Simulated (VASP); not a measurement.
# Sc2AsSe (Fmmm) in VASP: further runs

Runs on Sc2AsSe. Level: PBE. Tasks: single point, relaxation of cell and atoms.

Everything below comes from runs of VASP 6.6.1. Logs are shortened: lines on timing, memory, paths and dates and some standing lists are left out, and cuts for length are marked.

## Step 1: The cell of the first run

It takes space group Fmmm (No. 69, orthorhombic). Conventional cell: a = 5.183 Å, b = 7.607 Å, c = 10.036 Å, α = 90.00°, β = 90.00°, γ = 90.00°. Sc (site symmetry mm2) has 1 As at 2.50 Å and 1 Se at 2.52 Å and 2 Sc at 2.59 Å within 3.3 Å. As (site symmetry mmm) has 2 Sc at 2.50 Å and 2 Se at 2.59 Å within 3.3 Å. Se (site symmetry mmm) has 2 Sc at 2.52 Å and 2 As at 2.59 Å within 3.3 Å.

The cell was generated, and may not be a known phase.

## Step 2: Single point, PBE

The input, INCAR:

```
SYSTEM = Sc2AsSe
PREC = Accurate ; ENCUT = 520
EDIFF = 1E-7 ; ISMEAR = 0
SIGMA = 0.1 ; LREAL = .False.
LASPH = .True. ; NELM = 60
ALGO = Normal ; ISIF = 2
LWAVE = .False. ; LCHARG = .False.
GGA = PE ; NBANDS = 24
```

The input, KPOINTS:

```
regular mesh
0
Gamma
  4 4 4
  0 0 0
```

The input, POSCAR:

```
Sc2AsSe
1.0
    0.0000000000      3.8035009900      5.0179096300
    2.5915788800      0.0000000000      5.0179096300
    2.5915788800      3.8035009900      0.0000000000
Sc As Se
2 1 1
Direct
    0.2488318900      0.2488318900      0.7511681100
    0.7511681100      0.7511681100      0.2488318900
    0.0000000000      0.0000000000      0.0000000000
    0.5000000000      0.5000000000      0.5000000000
```

Potentials or basis: VASP PAW PBE potentials, release 64 (Sc_sv, As, Se).

Command:

```console
> cat potpaw_PBE.64/Sc_sv/POTCAR potpaw_PBE.64/As/POTCAR potpaw_PBE.64/Se/POTCAR > POTCAR
> mpirun -np 1 vasp_std > vasp.out
```

OUTCAR:

```text
SYSTEM = Sc2AsSe
   PREC = Accurate
   ENCUT = 520
   EDIFF = 1E-7
   ISMEAR = 0
   LREAL = .False.
   LASPH = .True.
   NELM = 60
   ISIF = 2
   GGA = PE

 ion  position               nearest neighbor table
   1  0.249  0.249  0.751-   3 2.50   4 2.52   2 2.59   2 2.59
   2  0.751  0.751  0.249-   3 2.50   4 2.52   1 2.59   1 2.59
   3  0.000  0.000  0.000-   1 2.50   2 2.50   4 2.59   4 2.59
   4  0.500  0.500  0.500-   1 2.52   2 2.52   3 2.59   3 2.59

  LATTYP: Found a face centered orthorhombic cell.
 ALAT       =     5.1831577600
 B/A-ratio  =     1.4676385193
 C/A-ratio  =     1.9362365038

  Lattice vectors:

 A1 = (   0.0000000000,   3.8035009900,   5.0179096300)
 A2 = (   2.5915788800,   0.0000000000,   5.0179096300)
 A3 = (   2.5915788800,   3.8035009900,   0.0000000000)

Analysis of symmetry for initial positions (statically):
=====================================================================
 Subroutine PRICEL returns:
 Original cell was already a primitive cell.

 Routine SETGRP: Setting up the symmetry group for a
 face centered orthorhombic supercell.

 Subroutine GETGRP returns: Found  8 space group operations
 (whereof  8 operations were pure point group operations)
 out of a pool of  8 trial point group operations.

The static configuration has the point symmetry D_2h.

Analysis of symmetry for dynamics (positions and initial velocities):
=====================================================================
 Subroutine PRICEL returns:
 Original cell was already a primitive cell.

 Routine SETGRP: Setting up the symmetry group for a
 face centered orthorhombic supercell.

 Subroutine GETGRP returns: Found  8 space group operations
 (whereof  8 operations were pure point group operations)
 out of a pool of  8 trial point group operations.

The dynamic configuration has the point symmetry D_2h.

 Subroutine INISYM returns: Found  8 space group operations
 (whereof  8 operations are pure point group operations),
 and found     1 'primitive' translations

----------------------------------------------------------------------------------------

                                     Primitive cell

  volume of cell :      98.9238

  direct lattice vectors                    reciprocal lattice vectors
     0.000000000  3.803500990  5.017909630    -0.192932580  0.131457834  0.099643086
[... 82 lines left out ...]
   NELM   =     60;   NELMIN=  2; NELMDL= -5     # of ELM steps
   EDIFF  = 0.1E-06   stopping-criterion for ELM
   LREAL  =      F    real-space projection
   EDIFFG = 0.1E-05   stopping-criterion for IOM
   NSW    =      0    number of steps for IOM
   IBRION =     -1    ionic relax: 0-MD 1-quasi-New 2-CG
   NFREE  =      0    steps in history (QN), initial steepest desc. (CG)
   ISIF   =      2    stress and relaxation
   ISYM   =      2    0-nonsym 1-usesym 2-fastsym
   POTIM  = 0.5000    time-step for ionic-motion
   TEBEG  =    0.0;   TEEND  =   0.0 temperature during run
   PSTRESS=    0.0 pullay stress
   NELECT =      33.0000    total number of electrons
   NUPDOWN=      -1.0000    fix difference up-down
   EMIN   =  10.00;   EMAX   =-10.00  energy-range for DOS
   EFERMI =   0.00;   METHOD = LEGACY
   ISMEAR =     0;   SIGMA  =   0.10  broadening in eV -4-tet -1-fermi 0-gaus
   EFERMI_NEDOS =   21; number of points for ismear=-14 and -15
   IALGO  =     38    algorithm
   IMIX   =      4    mixing-type and parameters
     AMIX     =   0.40;   BMIX     =  1.00
     AMIX_MAG =   1.60;   BMIX_MAG =  1.00
  volume/ion in A,a.u.               =      24.73       166.89
  Fermi-wavevector in a.u.,A,eV,Ry     =   1.135392  2.145580 17.539478  1.289115
  Thomas-Fermi vector in A             =   2.272097
   LORBIT       =      0    0 simple, 1 ext, 2 COOP (PROOUT), +10 PAW based schemes
   GGA     = PE    functional components
   LHFCALC =     F    Hartree Fock is set to
   AEXX    =    0.0000 exact exchange contribution
   IVDW    =     0    specifies the selected vdW correction
   LEPSILON=     F    determine dielectric tensor
   LRPA    =     F    only Hartree local field effects (RPA)
 non-spin polarized calculation
 Gauss-broadening in eV      SIGMA  =   0.10
  energy-cutoff  :      520.00
  volume of cell :       98.92
 maximum number of plane-waves:      2697
 NGX is ok and might be reduce to    48
   NGX = 23   NGY = 21   NGZ = 17

 number of electron      32.9999999 magnetization

 Free energy of the ion-electron system (eV)
  ---------------------------------------------------
  ext. energy  EPLUGINS =         0.00000000
  ---------------------------------------------------
  free energy    TOTEN  =       -19.25952897 eV

  energy without entropy =      -19.24041288  energy(sigma->0) =      -19.24997092

 E-fermi :   3.5359     XC(G=0):  -9.3920

 val. band max:        3.5227225531   @ k =   0.0000   0.5000   0.5000
 cond. band min:       3.5570385022   @ k =   0.0000   0.2500   0.2500
 fundamental gap:      0.0343159491
 Fermi energy:         3.5359152279

 k-point     1 :       0.0000    0.0000    0.0000
  band No.  band energies     occupation
      1     -45.8023      2.00000
      2     -45.5446      2.00000
      3     -25.1774      2.00000
      4     -24.5054      2.00000
      5     -24.4430      2.00000
      6     -24.3511      2.00000
[... 475 lines left out ...]
     23       6.6867      0.00000
     24       7.2862      0.00000

------------------------ aborting loop because EDIFF is reached ----------------------------------------

  FORCE on cell =-STRESS in cart. coord.  units (eV):
  Direction    XX          YY          ZZ          XY          YZ          ZX
  --------------------------------------------------------------------------------------
  -------------------------------------------------------------------------------------
  Total       15.0812097     -1.2431922      6.5655580      0.0000000      0.0000000      0.0000000
  in kB      244.2564073    -20.1348348    106.3362711      0.0000000      0.0000000      0.0000000
  external PRESSURE =     110.1526145 kB  Pullay stress =       0.0000000 kB

 VOLUME and BASIS-vectors are now :
 -----------------------------------------------------------------------------
  energy-cutoff  :      520.00
  volume of cell :       98.92
      direct lattice vectors                 reciprocal lattice vectors
     0.000000000  3.803500990  5.017909630    -0.192932580  0.131457834  0.099643086
     2.591578880  0.000000000  5.017909630     0.192932580 -0.131457834  0.099643086
     2.591578880  3.803500990  0.000000000     0.192932580  0.131457834 -0.099643086

 POSITION                                       TOTAL-FORCE (eV/Angst)
 -----------------------------------------------------------------------------------
      2.59158      3.80350      2.49723        -0.000000     -0.000000      1.120784
      2.59158      3.80350      7.53859        -0.000000     -0.000000     -1.120784
      0.00000      0.00000      0.00000         0.000000     -0.000000      0.000000
      2.59158      3.80350      5.01791        -0.000000      0.000000      0.000000
 -----------------------------------------------------------------------------------
    total drift:                                0.000000      0.000000      0.000000

  FREE ENERGIE OF THE ION-ELECTRON SYSTEM (eV)
  ---------------------------------------------------
  free  energy   TOTEN  =       -19.2595289665 eV

  energy  without entropy=      -19.2404128753  energy(sigma->0) =      -19.24997092
```

stdout:

```text
POSCAR found type information on POSCAR ScAsSe
 POSCAR found :  3 types and       4 ions
 scaLAPACK will be used
 LDA part: xc-table for (Slater+PW92), standard interpolation
 POSCAR, INCAR and KPOINTS ok, starting setup
 FFT: planning ... GRIDC
 FFT: planning ... GRID_SOFT
 FFT: planning ... GRID
 WAVECAR not read
 entering main loop
```

Run time: 62 s. Hardware: 1 thread of Intel Xeon Platinum 8259CL at 2.50GHz (Skylake/Cascade Lake), shared host; peak memory 0.27 GiB.

Results:

```yaml
Free_energy: -19.2595 eV
Pressure: 11.0 GPa
Largest_force: 1.121 eV/Å
Band_gap_on_the_k_mesh: zero (an odd number of electrons rules out a gap without spin polarisation)
```

Forces in eV/Å, atoms in the order of the input:
```
Sc   0.000  0.000  1.121
Sc   0.000  0.000 -1.121
As   0.000  0.000  0.000
Se   0.000  0.000  0.000
```

Levels at points of the mesh, in eV from the Fermi level:
```tsv
k point	band 14	band 15	band 16	band 17	band 18	band 19	band 20	band 21
(0.00, 0.00, 0.00)	-1.95	-1.93	-0.68	-0.53	-0.31	1.30	1.62	2.82
(0.50, 0.00, 0.00)	-1.68	-1.10	-0.42	0.22	0.47	1.53	1.64	2.16
(0.50, 0.50, 0.00)	-1.46	-0.82	-0.56	-0.36	-0.23	0.22	2.02	3.31
(0.50, 0.00, 0.50)	-2.00	-0.95	0.17	0.55	0.65	1.20	1.67	2.09
(0.00, 0.50, 0.50)	-0.84	-0.79	-0.15	-0.01	0.51	1.48	1.61	2.70
```

Caveat: the k points lie up to 0.40 Å⁻¹ apart, too coarse for converged energies and pressures of a metal; an odd number of electrons without spin polarisation forces a metal; a magnetic or distorted state may lie lower.

## Step 3: Relaxation of cell and atoms, PBE

The input, INCAR:

```
SYSTEM = Sc2AsSe
  ALGO = Normal
  EDIFF = 1E-6
  EDIFFG = -0.04
  ENCUT = 600
  GGA = PE
  IBRION = 2
  ISIF = 3
  ISMEAR = 0
  LASPH = .True.
  LCHARG = .False.
  LREAL = .False.
  LWAVE = .False.
  NELM = 100
  NSW = 90
  PREC = Accurate
  SIGMA = 0.1
```

The input, KPOINTS:

```
k-points
0
Gamma
  4 4 4
  0 0 0
```

POSCAR is that of step 2.

Potentials or basis: VASP PAW PBE potentials, release 64 (Sc_sv, As, Se).

Command:

```console
> cat potpaw_PBE.64/Sc_sv/POTCAR potpaw_PBE.64/As/POTCAR potpaw_PBE.64/Se/POTCAR > POTCAR
> mpirun -np 1 vasp_std > vasp.out
```

Run time: 12 min. Hardware: 1 thread of Intel Xeon Platinum 8259CL at 2.50GHz (Skylake/Cascade Lake), shared host; peak memory 0.34 GiB.

The run converged. Its results:

```
Free energy                           : -20.8297 eV
Relaxed volume                        : 24.45 Å³/atom
Relaxed cell                          : a = 6.164 Å, b = 6.173 Å, c = 4.262 Å, α = 69.67°, β = 69.91°, γ = 40.42°
Space group after relaxing (to 0.1 Å) : I4/mmm (No. 139)
Energy gained by relaxing             : 392.4 meV/atom
Ionic steps                           : 15
Pressure after relaxing               : 0.0 GPa
Largest force after relaxing          : 0.020 eV/Å
Band gap on the k mesh                : zero (an odd number of electrons rules out a gap without spin polarisation)
```

Forces on the atoms (eV/Å):
```
Sc   0.000  0.000 -0.020
Sc   0.000  0.000  0.020
As   0.000  0.000  0.000
Se   0.000  0.000  0.000
```

Stress tensor (GPa, compression positive):
```
-0.18  0.00  0.00
 0.00  0.08  0.00
 0.00  0.00  0.08
```

Step by step:
```
step  energy change (eV)  largest force (eV/Å)  pressure (GPa)  volume (Å³)
   1              0.0000                1.1203           11.03        98.92
   2             -1.0313                0.4112           -4.48       124.33
   3             -1.1119                0.5246           -2.09       117.51
   4             -1.2168                0.1398            0.76       113.23
   5             -1.2308                0.2687           -0.09       114.29
   6             -1.2786                0.1136           -0.67       113.17
   7             -1.4099                0.2734           -1.88       109.49
   8             -1.4309                0.4602           -0.23       100.62
   9             -1.4663                0.3834           -2.00       106.76
  10             -1.4820                0.4289           -1.85       105.42
  11             -1.5306                0.3952           -0.87       101.63
  12             -1.5407                0.3549           -0.20        99.53
  13             -1.5524                0.2361           -0.48        99.53
  14             -1.5622                0.0348           -0.91        99.51
  15             -1.5696                0.0202           -0.01        97.78
```

Final structure:
```yaml
crystal:
  lattice:
    - [0.00000, 3.00441, 5.38207]
    - [3.02351, 0.00000, 5.38207]
    - [3.02351, 3.00441, 0.00000]
  atoms:
    - { symbol: Sc, position: [0.26292, 0.26292, 0.73708] }
    - { symbol: Sc, position: [0.73708, 0.73708, 0.26292] }
    - { symbol: As, position: [0.00000, 0.00000, 0.00000] }
    - { symbol: Se, position: [0.50000, 0.50000, 0.50000] }
```

Levels at points of the mesh, in eV from the Fermi level:
```tsv
k point	band 13	band 14	band 15	band 16	band 17	band 18	band 19	band 20
(0.00, 0.00, 0.00)	-3.82	-2.54	-2.14	-0.93	-0.02	1.86	1.88	2.13
(0.50, 0.00, 0.00)	-2.56	-2.30	-1.88	-1.15	-0.44	0.45	1.06	1.50
(0.50, 0.50, 0.00)	-3.61	-1.91	-1.06	-0.18	0.00	0.67	0.71	1.32
(0.50, 0.00, 0.50)	-3.93	-1.95	-0.38	-0.07	0.12	0.45	1.39	1.59
(0.00, 0.50, 0.50)	-3.89	-1.98	-0.37	-0.11	0.15	0.49	1.37	1.54
```

Caveat: the k points lie up to 0.40 Å⁻¹ apart in the final cell, too coarse for converged energies and pressures of a metal; an odd number of electrons without spin polarisation forces a metal; a magnetic or distorted state may lie lower.

The gap in the log of VASP goes by the Fermi energy; the results here count the filled bands.